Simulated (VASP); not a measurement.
Crystal: TaWC2.

```
W Ta C
1.0
     1.55061    0.89525    5.03267
    -1.55061    0.89525    5.03267
     0.00000   -1.79049    5.03267
W Ta C
1 1 2
Direct
  0.00000 0.00000 0.00000
  0.50000 0.50000 0.50000
  0.25093 0.25093 0.25093
  0.74907 0.74907 0.74907
```

Base run:

- Program: VASP 6.6.1
- Functional: PBE
- Potentials or basis: VASP PAW PBE potentials, release 64 (W_sv, Ta_pv, C)
- Cutoff: 520 eV
- k mesh: 10 × 10 × 10
- Occupations: fermi-dirac, width 0.05 eV
- Spin: no spin polarisation

Its results: band gap on the k mesh zero (an odd number of electrons rules out a gap without spin polarisation); pressure 13.2 GPa; largest force 0.076 eV/Å.

**Question.** The run is repeated on the same cell with these changes: functional from PBE to r2SCAN; further incar settings from ALGO = Normal; EDIFF = 1e-07; NBANDS = 24 to ALGO = Normal; EDIFF = 1e-06; NBANDS = 24. What comes out?

**Answer.** Band gap on the k mesh zero (an odd number of electrons rules out a gap without spin polarisation); pressure 10.6 GPa; largest force 0.015 eV/Å.

Caveats: the cell stands under pressure; spin-orbit coupling is left out, which moves the levels of the heavy elements; an odd number of electrons without spin polarisation forces a metal; a magnetic or distorted state may lie lower; the PAW data sets were made with another functional, which shifts forces and pressure a little (at least some runs).
